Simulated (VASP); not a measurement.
A run of VASP 6.6.1 is set up as follows.

File INCAR:

```
SYSTEM = CoO
PREC     = Accurate       ! precision mode
ENCUT    = 520            ! plane-wave cutoff, eV
EDIFF    = 1E-7           ! SCF threshold, eV
ISMEAR   = 0              ! smearing method
SIGMA    = 0.02           ! smearing width, eV
LREAL    = .False.        ! projectors in reciprocal space
LASPH    = .True.         ! aspherical terms in the spheres
NELM     = 150            ! most SCF steps
ALGO     = Normal         ! electronic algorithm
ISIF     = 2              ! what is computed and relaxed
LWAVE    = .False.        ! write WAVECAR
LCHARG   = .False.        ! write CHGCAR
LMAXMIX  = 4              ! l up to which the mixer works
LDAU     = .True.         ! DFT+U
LDAUTYPE = 2            
LDAUL    = 2 -1           ! shell
LDAUU    = 3.32 0         ! U, eV
LDAUJ    = 0 0          
LDAUPRINT= 1            
GGA      = PE             ! functional
NBANDS   = 14             ! bands
```

KPOINTS

```
Automatic mesh
0
Gamma
  12 12 12
  0 0 0
```

Contents of POSCAR:

```
CoO
1.0
   -1.5278445359      1.5278445359      2.1349801080
    1.5278445359     -1.5278445359      2.1349801080
    1.5278445359      1.5278445359     -2.1349801080
Co O
1 1
Direct
    0.0000000000      0.0000000000      0.0000000000
    0.5000000000      0.5000000000      0.0000000000
```

Potentials or basis: VASP PAW PBE potentials, release 64 (Co, O).

The run is started by

```sh
$ cat potpaw_PBE.64/Co/POTCAR potpaw_PBE.64/O/POTCAR > POTCAR
$ mpirun -np 1 vasp_std > vasp.out
```

**Question.** Estimate the band gap on the k mesh.

**Answer.** Zero (an odd number of electrons rules out a gap without spin polarisation).

**Question.** What does it give for the pressure?

**Answer.** -23.4 GPa.

Eigenvalues of the final occupation matrices:
```tsv
site	spin	trace	eigenvalues
site 1 d	1	3.67	0.38 0.42 0.96 0.96 0.96
site 1 d	2	3.67	0.38 0.42 0.96 0.96 0.96
```

Caveat: the cell stands under tension; an odd number of electrons without spin polarisation forces a metal; a magnetic or distorted state may lie lower; the run has no spin polarisation, though such a crystal can be magnetic; U without spin polarisation on a metal has little footing. Spin polarisation is off, so any magnetic state and its effect on volume and gap are missing.
